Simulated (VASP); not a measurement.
Write the native input for VASP 6.6.1 that does the following.

- Task: single point
- Functional: LDA
- Potentials or basis: VASP PAW LDA potentials, release 64 (S, H, C, O)
- Cutoff: 520 eV
- k mesh: 1 × 1 × 1
- Occupations: fermi-dirac, width 0.05 eV
- Spin: no spin polarisation
- Dipole correction: no
- Further INCAR settings: LREAL = Auto; ALGO = Normal; EDIFF = 1e-07; NBANDS = 68

The structure of H6CSO lies in POSCAR:

```
H6CSO
1.0
    7.4071520000      0.0000000000      0.0000000000
    0.0000000000      7.4071520000      0.0000000000
    0.0000000000      0.0000000000      7.4071520000
S H C O
4 24 4 4
Direct
    0.5860147058      0.2602754743      0.7134726005
    1.0443825103      0.3384566700      1.0242668167
    0.5436232441      0.8269170121      0.4455963642
    0.7610077395      0.6806799698      0.8783132842
    0.6418391306      0.3411567631      0.5598778046
    0.6194553588      0.0842159038      0.6527880081
    1.1199176148      0.3178144582      0.8339642551
    0.9107144014      0.2110257762      0.9989939453
    0.4163003540      0.8596961423      0.3171259345
    0.5722712319      0.6460377754      0.3817526628
    0.8819314090      0.5406261408      0.9344077184
    0.8385274124      0.7684329956      1.0293969936
    0.1033730643      0.5685316030      0.6147841978
    0.2961462111      0.2422793538      0.6555691040
    0.3185569838      0.5224680147      0.5637119368
    0.1478705986      0.4572067645      0.4001807982
    0.1086922477      0.7548110259      0.9120644480
    0.4749733771      0.6488998741      0.9700084459
    0.2887344556      0.9155880695      0.9531733654
    0.2843198033      0.8044117361      0.7525159467
    0.9255649135      1.0012485230      0.3722078337
    1.0732060041      0.6980280680      0.1952842334
    1.1447449708      0.9189766863      0.4216060370
    1.0998694235      1.0193661477      0.2101752468
    0.4698296997      0.4019088578      0.1525552601
    0.7562825766      0.4892838705      0.2493400972
    0.6389230301      0.2356371248      0.1174540498
    0.4990312066      0.2079206691      0.3094306692
    0.1827017996      0.4655365517      0.5480378963
    0.2530527253      0.7756557446      0.8997520234
    1.0383748032      0.9354742552      0.3222966128
    0.5681805909      0.3142098340      0.2188155448
    0.1703623741      0.2918395626      0.6381940049
    0.3456389176      0.6375864840      0.9837789207
    0.9760026526      0.7680954839      0.2582369040
    0.6760088088      0.4195539662      0.3258742361
```

The input as run:

INCAR

```
SYSTEM = H6CSO
ALGO = Normal
EDIFF = 1E-7
ENCUT = 520
ISIF = 2
ISMEAR = -1
LASPH = .TRUE.
LCHARG = .FALSE.
LREAL = Auto
LWAVE = .FALSE.
NBANDS = 68
NELM = 100
PREC = Accurate
SIGMA = 0.05
```

KPOINTS

```
k-points
0
G
  1 1 1
  0 0 0
```

Potentials or basis: VASP PAW LDA potentials, release 64 (S, H, C, O).

Run with:

```bash
$ cat potpaw_LDA.64/S/POTCAR potpaw_LDA.64/H/POTCAR potpaw_LDA.64/C/POTCAR potpaw_LDA.64/O/POTCAR > POTCAR
$ mpirun -np 1 vasp_gam > vasp.out
```

Results of the run:

```yaml
Pressure: -0.9 GPa
Largest_force: 2.967 eV/Å
Band_gap_on_the_k_mesh: 4.13 eV
```

Caveat: the k points lie up to 0.85 Å⁻¹ apart.

Wall time 25 s on 1 thread of Intel(R) Xeon(R) 6975P-C (Granite Rapids) (shared host), peak memory 0.33 GiB.
